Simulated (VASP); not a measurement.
Here is a VASP 6.6.1 calculation.

The input INCAR:

```
PREC = Accurate
ENCUT = 520
EDIFF = 1E-6
ISMEAR = 0
SIGMA = 0.01
LREAL = F
LASPH = T
NELM = 100
ALGO = Normal
ISIF = 2
LWAVE = F
LCHARG = F
GGA = PE
NBANDS = 20
```

KPOINTS

```
regular mesh
0
Gamma
  4 4 6
```

The input POSCAR:

```
O
1.0
    4.0422275034      0.0000000000     -0.0510976291
    0.0000000000      4.0261597155      0.0000000000
   -1.0645667235      0.0000000000      2.7914532645
O
4
Direct
    0.3398637733      0.6842021034      0.6702381013
    0.6601362267      0.6842021034      0.8297618987
    0.6601362267      0.3157978966      0.3297618987
    0.3398637733      0.3157978966      0.1702381013
```

Potentials or basis: VASP PAW PBE potentials, release 64 (O).

Launch:

```bash
$ cat potpaw_PBE.64/O/POTCAR > POTCAR
$ mpirun -np 1 vasp_std > vasp.out
```

Task: What does it give for the largest force?

Result: 2.028 eV/Å.

Task: Predict the pressure.

Result: 9.5 GPa.

Task: What does it give for the band gap on the k mesh?

Result: 0.91 eV, indirect (least direct gap 0.94 eV).

Stress tensor (GPa, compression positive):
```
18.36  0.00  5.27
 0.00  3.65  0.00
 5.27  0.00  6.55
```

Caveat: the standard files for N, O and F lose accuracy on very short bonds; spin is off for a triplet molecule; forces of over 1 eV/Å act on the atoms, so gaps and moduli don't describe the material at rest. A k mesh can miss the band edges.
